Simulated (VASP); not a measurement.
## V: single point with PBE

V:

```xyz
1
Lattice="-1.4985 1.4985 1.4985 1.4985 -1.4985 1.4985 1.4985 1.4985 -1.4985" Properties=species:S:1:pos:R:3 pbc="T T T"
V     0.0000    0.0000    1.4985
```

* Program: VASP 6.6.1
* Task: single point
* Functional: PBE
* Potentials or basis: VASP PAW PBE potentials, release 64 (V_sv)
* Cutoff: 520 eV
* k mesh: 26 × 26 × 26
* Occupations: gaussian, width 0.1 eV
* Spin: no spin polarisation
* Dipole correction: no
* Further INCAR settings: ALGO = Fast; EDIFF = 1e-06; NBANDS = 12

```json
{"Pressure": "0.4 GPa"}
```

Levels at points of the mesh, in eV from the Fermi level:
```
           k point  band 4  band 5  band 6  band 7  band 8  band 9  band 10  band 11
(0.00, 0.00, 0.00)  -37.02   -6.59    0.41    0.41    0.41    2.42     2.42    20.49
(0.50, 0.00, 0.00)  -37.03   -3.17   -1.13    1.64    2.42    2.78     4.11    10.18
(0.50, 0.50, 0.00)  -37.03   -3.17   -1.13    1.64    2.42    2.78     4.11    10.18
(0.50, 0.50, 0.50)  -37.64   -3.00   -3.00    3.72    3.72    3.72    10.21    10.21
```

It took 110 s on 1 thread of Intel(R) Xeon(R) Platinum 8375C CPU @ 2.90GHz (Ice Lake), on a shared host, peak memory 0.3 GiB.
